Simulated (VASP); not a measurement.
A run of VASP 6.6.1 is set up as follows.

File INCAR:

```
SYSTEM = TaN
PREC = Accurate
ENCUT = 520
EDIFF = 1E-7
ISMEAR = -1
SIGMA = 0.05
LREAL = .False.
LASPH = .True.
NELM = 80
ALGO = Normal
ISIF = 2
LWAVE = .False.
LCHARG = .False.
GGA = PE
NBANDS = 33
```

File KPOINTS:

```
Automatic mesh
0
Gamma
  6 6 9
  0 0 0
```

POSCAR

```
TaN
1.0
    5.2275932620      0.0000000000      0.0000000000
   -2.6137966310      4.5272285655      0.0000000000
    0.0000000000      0.0000000000      2.9210022427
Ta N
3 3
Direct
    0.0000000000      0.0000000000      0.0000000000
    0.6666666667      0.3333333333      0.5000000000
    0.3333333333      0.6666666667      0.5000000000
    0.0000000000      0.3924682660      0.0000000000
    0.6075317340      0.6075317340      0.0000000000
    0.3924682660      0.0000000000      0.0000000000
```

Potentials or basis: VASP PAW PBE potentials, release 64 (Ta_pv, N).

The run is started by

```bash
$ cat potpaw_PBE.64/Ta_pv/POTCAR potpaw_PBE.64/N/POTCAR > POTCAR
$ mpirun -np 1 vasp_std > vasp.out
```

(1) Predict the pressure.

(2) Estimate the largest force.

## Answers

(1) 0.7 GPa.

(2) 0.005 eV/Å.
